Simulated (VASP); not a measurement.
Wanted: the native input for a VASP 6.6.1 run.

```
Task                   : relaxation of volume and atoms at fixed shape
Functional             : PBEsol
Potentials or basis    : VASP PAW PBE potentials, release 64 (Zn)
Cutoff                 : 600 eV
k mesh                 : 7 × 7 × 4
Occupations            : fermi-dirac, width 0.05 eV
Spin                   : no spin polarisation
Dipole correction      : no
Further INCAR settings : ALGO = Normal; EDIFF = 1e-07; IBRION = 2; EDIFFG = -0.01; NSW = 80; ISIF = 8
```

The structure of Zn lies in POSCAR:

```
Zn
1.0
    2.6700000000      0.0000000000      0.0000000000
   -1.3350000000      2.3122878281      0.0000000000
    0.0000000000      0.0000000000      4.9660000000
Zn
2
Direct
    0.3333333333      0.6666666667      0.2500000000
    0.6666666667      0.3333333333      0.7500000000
```

These files were run (other wordings do the same):

INCAR

```
SYSTEM = Zn
PREC     = Accurate       ! precision mode
ENCUT    = 600            ! plane-wave cutoff, eV
EDIFF    = 1E-7           ! SCF threshold, eV
ISMEAR   = -1             ! smearing method
SIGMA    = 0.05           ! smearing width, eV
LREAL    = .False.        ! projectors in reciprocal space
LASPH    = .True.         ! aspherical terms in the spheres
NELM     = 60             ! most SCF steps
ALGO     = Normal         ! electronic algorithm
ISIF     = 8              ! what is computed and relaxed
LWAVE    = .False.        ! write WAVECAR
LCHARG   = .False.        ! write CHGCAR
GGA      = PS             ! functional
IBRION   = 2              ! ionic algorithm
NSW      = 80             ! ionic steps
EDIFFG   = -0.01          ! ionic threshold
```

KPOINTS

```
regular mesh
0
Gamma
  7 7 4
  0 0 0
```

Potentials or basis: VASP PAW PBE potentials, release 64 (Zn).

Command:

```console
$ cat potpaw_PBE.64/Zn/POTCAR > POTCAR
$ mpirun -np 1 vasp_std > vasp.out
```

Results of the run:

```
Relaxed volume                         : 14.23 Å³/atom
Relaxed cell                           : a = 2.605 Å, b = 2.605 Å, c = 4.845 Å, α = 90.00°, β = 90.00°, γ = 120.00°
Space group after relaxing (to 0.05 Å) : P6_3/mmc (No. 194)
Energy gained by relaxing              : 21.3 meV/atom
Ionic steps                            : 3
Pressure after relaxing                : 0.0 GPa
Band gap on the k mesh                 : zero (band 12 reaches 4.90 eV, above the bottom of band 13 at 0.42 eV)
```

Caveat: the k points lie up to 0.40 Å⁻¹ apart in the final cell; the PAW data sets were made with another functional, which shifts forces and pressure a little.

Run time: 26 s on 1 thread of Intel(R) Xeon(R) Platinum 8259CL CPU @ 2.50GHz (Skylake/Cascade Lake), with other jobs on the host, peak memory 0.16 GiB.
